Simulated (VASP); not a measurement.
# Ti (P-1) in VASP: single point with PBEsol

Aim: the single point of Ti with PBEsol.

Program: VASP 6.6.1. These are calculated values, not measurements. Logs are shortened: lines on timing, memory, paths and dates and some standing lists are left out, and cuts for length are marked.

## 1. The cell of the first run

The typed cell holds 1 atom: a = 2.819 Å, b = 2.790 Å, c = 2.767 Å, α = 108.73°, β = 109.46°, γ = 111.22°.

## 2. Single point, PBEsol

Input file INCAR:

```
PREC = Accurate
ENCUT = 520
EDIFF = 1E-7
ISMEAR = 0
SIGMA = 0.15
LREAL = F
LASPH = T
NELM = 80
ALGO = Fast
ISIF = 2
LWAVE = F
LCHARG = F
GGA = PS
NBANDS = 12
```

Input file KPOINTS:

```
Automatic mesh
0
Gamma
  14 14 14
```

Input file POSCAR:

```
Ti
1.0
   -1.6504974500      1.6353186770      1.5967842302
    1.6286081995     -1.6318989063      1.5714752090
    1.6085543021      1.5899557584     -1.5933644595
Ti
1
Direct
    0.0000000000      0.0000000000      0.0000000000
```

Potentials or basis: VASP PAW PBE potentials, release 64 (Ti_sv).

Run with:

```bash
$ cat potpaw_PBE.64/Ti_sv/POTCAR > POTCAR
$ mpirun -np 1 vasp_std > vasp.out
```

OUTCAR:

```text
PREC = Accurate
   ENCUT = 520
   EDIFF = 1E-7
   ISMEAR = 0
   LREAL = F
   LASPH = T
   NELM = 80
   ISIF = 2
   GGA = PS

 ion  position               nearest neighbor table
   1  0.000  0.000  0.000-

  LATTYP: Found a triclinic cell.
 ALAT       =     2.7452952045
 B/A-ratio  =     1.1749370183
 C/A-ratio  =     1.1540969781
 COS(alpha) =     0.0022292914
 COS(beta)  =     0.5702900086
 COS(gamma) =     0.5734456451

  Lattice vectors:

 A1 = (   1.5866650516,   1.5933755291,   1.5748949797)
 A2 = (  -0.0419431479,   3.2252744354,   0.0034197707)
 A3 = (  -0.0218892505,   0.0034197707,   3.1682594392)

Analysis of symmetry for initial positions (statically):
=====================================================================
 Subroutine PRICEL returns:
 Original cell was already a primitive cell.

 Routine SETGRP: Setting up the symmetry group for a
 triclinic supercell.

 Subroutine GETGRP returns: Found  2 space group operations
 (whereof  2 operations were pure point group operations)
 out of a pool of  2 trial point group operations.

The static configuration has the point symmetry S_2 .

Analysis of symmetry for dynamics (positions and initial velocities):
=====================================================================
 Subroutine PRICEL returns:
 Original cell was already a primitive cell.

 Routine SETGRP: Setting up the symmetry group for a
 triclinic supercell.

 Subroutine GETGRP returns: Found  2 space group operations
 (whereof  2 operations were pure point group operations)
 out of a pool of  2 trial point group operations.

The dynamic configuration has the point symmetry S_2 .

 Subroutine INISYM returns: Found  2 space group operations
 (whereof  2 operations are pure point group operations),
 and found     1 'primitive' translations

----------------------------------------------------------------------------------------

                                     Primitive cell

  volume of cell :      16.5359

  direct lattice vectors                    reciprocal lattice vectors
    -1.650497450  1.635318677  1.596784230     0.006146240  0.309796709  0.315338792
     1.628608199 -1.631898906  1.571475209     0.311109326  0.003708888  0.317776144
     1.608554302  1.589955758 -1.593364460     0.312994814  0.314119549  0.001823400

  length of vectors
     2.819242609  2.790160038  2.766625482     0.442097648  0.444729632  0.443441281

  position of ions in fractional coordinates (direct lattice)
     0.000000000  0.000000000  0.000000000

  ion indices of the primitive-cell ions
   primitive index   ion index
                 1           1

----------------------------------------------------------------------------------------

 KPOINTS: Automatic mesh

Automatic generation of k-mesh.
 Grid dimensions read from file:
 generate k-points for:   14   14   14

 Generating k-lattice:

  Cartesian coordinates                     Fractional coordinates (reciprocal lattice)
     0.000439017  0.022128336  0.022524199     0.071428571 -0.000000000  0.000000000
     0.022222095  0.000264921  0.022698296    -0.000000000  0.071428571  0.000000000
     0.022356772  0.022437111  0.000130243     0.000000000 -0.000000000  0.071428571

  Length of vectors
     0.031578403  0.031766402  0.031674377

  Shift w.r.t. Gamma in fractional coordinates (k-lattice)
     0.000000000  0.000000000  0.000000000

 Subroutine IBZKPT returns following result:
 ===========================================

 Found   1376 irreducible k-points:

 Following reciprocal coordinates:
            Coordinates               Weight
  0.000000  0.000000  0.000000      1.000000
  0.071429  0.000000 -0.000000      2.000000
  0.142857 -0.000000 -0.000000      2.000000
  0.214286  0.000000 -0.000000      2.000000
  0.285714  0.000000 -0.000000      2.000000
  0.357143  0.000000 -0.000000      2.000000
[... 16 lines left out ...]
  0.000000  0.142857 -0.000000      2.000000
  0.071429  0.142857 -0.000000      2.000000
 [... further k-points ...]
   k-points           NKPTS =   1376   k-points in BZ     NKDIM =   1376   number of bands    NBANDS=     12
   number of dos      NEDOS =    301   number of ions     NIONS =      1
   total plane-waves  NPLWV =  13824
   dimension x,y,z NGX =    24 NGY =   24 NGZ =   24
   dimension x,y,z NGXF=    48 NGYF=   48 NGZF=   48
   ions per type =               1
   NGX,Y,Z   is equivalent  to a cutoff of  14.15, 14.30, 14.42 a.u.
   NGXF,Y,Z  is equivalent  to a cutoff of  28.30, 28.60, 28.84 a.u.
 SYSTEM =  unknown system
   PREC   = accura    normal or accurate (medium, high low for compatibility)
   ISTART =      0    job   : 0-new  1-cont  2-samecut
   ICHARG =      2    charge: 1-file 2-atom 10-const
   ISPIN  =      1    spin polarized calculation?
   LNONCOLLINEAR =      F non collinear calculations
   LSORBIT =      F    spin-orbit coupling
   LASPH  =      T    aspherical Exc in radial PAW
   ENCUT  =  520.0 eV  38.22 Ry    6.18 a.u.   5.24  5.19  5.14*2*pi/ulx,y,z
   NELM   =     80;   NELMIN=  2; NELMDL= -5     # of ELM steps
   EDIFF  = 0.1E-06   stopping-criterion for ELM
   LREAL  =      F    real-space projection
   EDIFFG = 0.1E-05   stopping-criterion for IOM
   NSW    =      0    number of steps for IOM
   IBRION =     -1    ionic relax: 0-MD 1-quasi-New 2-CG
   NFREE  =      0    steps in history (QN), initial steepest desc. (CG)
   ISIF   =      2    stress and relaxation
   ISYM   =      2    0-nonsym 1-usesym 2-fastsym
   POTIM  = 0.5000    time-step for ionic-motion
   TEBEG  =    0.0;   TEEND  =   0.0 temperature during run
   PSTRESS=    0.0 pullay stress
   NELECT =      12.0000    total number of electrons
   NUPDOWN=      -1.0000    fix difference up-down
   EMIN   =  10.00;   EMAX   =-10.00  energy-range for DOS
   EFERMI =   0.00;   METHOD = LEGACY
   ISMEAR =     0;   SIGMA  =   0.15  broadening in eV -4-tet -1-fermi 0-gaus
   EFERMI_NEDOS =   21; number of points for ismear=-14 and -15
   IALGO  =     68    algorithm
   IMIX   =      4    mixing-type and parameters
     AMIX     =   0.40;   BMIX     =  1.00
     AMIX_MAG =   1.60;   BMIX_MAG =  1.00
  volume/ion in A,a.u.               =      16.54       111.59
  Fermi-wavevector in a.u.,A,eV,Ry     =   1.471158  2.780085 29.447158  2.164305
  Thomas-Fermi vector in A             =   2.586327
   LORBIT       =      0    0 simple, 1 ext, 2 COOP (PROOUT), +10 PAW based schemes
   GGA     = PS    functional components
   LHFCALC =     F    Hartree Fock is set to
   AEXX    =    0.0000 exact exchange contribution
   IVDW    =     0    specifies the selected vdW correction
   LEPSILON=     F    determine dielectric tensor
   LRPA    =     F    only Hartree local field effects (RPA)
 non-spin polarized calculation
 RMM-DIIS sequential band-by-band and
 Gauss-broadening in eV      SIGMA  =   0.15
  energy-cutoff  :      520.00
  volume of cell :       16.54
 maximum number of plane-waves:       458
 NGX is ok and might be reduce to    24
   NGX = 11   NGY = 11   NGZ = 11

 number of electron      12.0000001 magnetization

 Free energy of the ion-electron system (eV)
  ---------------------------------------------------
  ext. energy  EPLUGINS =         0.00000000
  ---------------------------------------------------
  free energy    TOTEN  =        -8.24569665 eV

  energy without entropy =       -8.22074639  energy(sigma->0) =       -8.23322152

 E-fermi :   8.4692     XC(G=0): -11.8677

 val. band max:        8.4690528385   @ k =  -0.0000  -0.1429   0.3571
 cond. band min:       8.4693743276   @ k =   0.5000   0.0000   0.2143
 fundamental gap:      0.0003214891
 Fermi energy:         8.4692203585

 k-point     1 :       0.0000    0.0000    0.0000
  band No.  band energies     occupation
      1     -47.7290      2.00000
      2     -23.6401      2.00000
      3     -23.6157      2.00000
      4     -23.5911      2.00000
      5       2.4196      2.00000
      6       9.3536      0.00000
      7       9.4365      0.00000
      8       9.7006      0.00000
      9      11.3048      0.00000
     10      11.4753      0.00000
     11      25.8389      0.00000
     12      26.3286      0.00000

 k-point     2 :       0.0714    0.0000   -0.0000
  band No.  band energies     occupation
      1     -47.7210      2.00000
      2     -23.6675      2.00000
      3     -23.6253      2.00000
      4     -23.6088      2.00000
      5       2.6040      2.00000
      6       9.3443      0.00000
      7       9.4282      0.00000
      8       9.7392      0.00000
      9      11.2820      0.00000
     10      11.4068      0.00000
     11      25.8838      0.00000
     12      26.1909      0.00000

 k-point     3 :       0.1429   -0.0000   -0.0000
  band No.  band energies     occupation
      1     -47.6983      2.00000
      2     -23.7734      2.00000
      3     -23.6646      2.00000
      4     -23.6159      2.00000
      5       3.1335      2.00000
      6       9.1215      0.00000
      7       9.3780      0.00000
      8      10.0394      0.00000
      9      11.1560      0.00000
     10      11.3824      0.00000
     11      25.2762      0.00000
     12      25.9459      0.00000
[... 286 lines left out ...]
 k-point    23 :       0.0000    0.1429   -0.0000
  band No.  band energies     occupation
      1     -47.6970      2.00000
      2     -23.7670      2.00000
      3     -23.6723      2.00000
      4     -23.6205      2.00000
      5       3.1421      2.00000
      6       9.1881      0.00000
      7       9.4243      0.00000
      8       9.9704      0.00000
      9      11.0852      0.00000
     10      11.3888      0.00000
     11      25.4021      0.00000
     12      25.9000      0.00000

 k-point    24 :       0.0714    0.1429   -0.0000
  band No.  band energies     occupation
      1     -47.6748      2.00000
      2     -23.8764      2.00000
      3     -23.6965      2.00000
      4     -23.6310      2.00000
      5       3.6560      2.00000
      6       9.0110      0.00000
      7       9.2391      0.00000
      8      10.3509      0.00000
      9      10.9946      0.00000
     10      11.4247      0.00000
     11      24.6647      0.00000
     12      25.5352      0.00000

 [... further k-points ...]
[... 5 lines left out ...]
  --------------------------------------------------------------------------------------
  -------------------------------------------------------------------------------------
  Total       -0.0031166     -0.0058343     -0.0447671      0.1098474     -0.0171752      0.0503918
  in kB       -0.3019693     -0.5652907     -4.3375222     10.6432045     -1.6641194      4.8825030
  external PRESSURE =      -1.7349274 kB  Pullay stress =       0.0000000 kB

 VOLUME and BASIS-vectors are now :
 -----------------------------------------------------------------------------
  energy-cutoff  :      520.00
  volume of cell :       16.54
      direct lattice vectors                 reciprocal lattice vectors
    -1.650497450  1.635318677  1.596784230     0.006146240  0.309796709  0.315338792
     1.628608199 -1.631898906  1.571475209     0.311109326  0.003708888  0.317776144
     1.608554302  1.589955758 -1.593364460     0.312994814  0.314119549  0.001823400

 POSITION                                       TOTAL-FORCE (eV/Angst)
 -----------------------------------------------------------------------------------
      0.00000      0.00000      0.00000         0.000000      0.000000      0.000000
 -----------------------------------------------------------------------------------
    total drift:                                0.000000      0.000000      0.000000

  FREE ENERGIE OF THE ION-ELECTRON SYSTEM (eV)
  ---------------------------------------------------
  free  energy   TOTEN  =        -8.2456966513 eV

  energy  without entropy=       -8.2207463883  energy(sigma->0) =       -8.23322152
```

Wall time 14 min (1 thread of Intel Xeon 8259CL, shared host); peak memory 0.38 GiB.

What came out:

```yaml
Free_energy: -8.2457 eV
Pressure: -0.2 GPa
Band_gap_on_the_k_mesh: zero (bands 6 and 7 overlap by 1.57 eV)
```

Caveat: the PAW data sets were made with another functional, which shifts forces and pressure a little.
